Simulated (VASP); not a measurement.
## Ta: single point with PBE

Crystal: Ta.

```
Ta
1.0
     0.00000    1.97699    1.97699
     1.97699    0.00000    1.97699
     1.97699    1.97699    0.00000
Ta
1
Cartesian
  0.0000 0.0000 0.0000
```

This cell differs from its parent crystal: volume scaled by 0.82, to set the pressure.

```
Program                : VASP 6.6.1
Task                   : single point
Functional             : PBE
Potentials or basis    : VASP PAW PBE potentials, release 64 (Ta_pv)
Cutoff                 : 500 eV
k mesh                 : 17 × 17 × 17
Occupations            : fermi-dirac, width 0.08 eV
Spin                   : no spin polarisation
Dipole correction      : no
Further INCAR settings : ALGO = Normal; EDIFF = 1e-06; NBANDS = 12
```

- Pressure: 54.6 GPa

Levels at points of the mesh, in eV from the Fermi level:
| k point | band 3 | band 4 | band 5 | band 6 | band 7 | band 8 |
| --- | --- | --- | --- | --- | --- | --- |
| (0.00, 0.00, 0.00) | -32.93 | -8.95 | 0.28 | 0.28 | 0.28 | 4.17 |

Run time: 31 s on 1 thread of Intel Xeon 8259CL (shared host), peak memory 0.14 GiB.

Caveat: the cell differs from its parent crystal (volume scaled by 0.82, to set the pressure); spin-orbit coupling is left out, which moves the levels of the heavy elements.
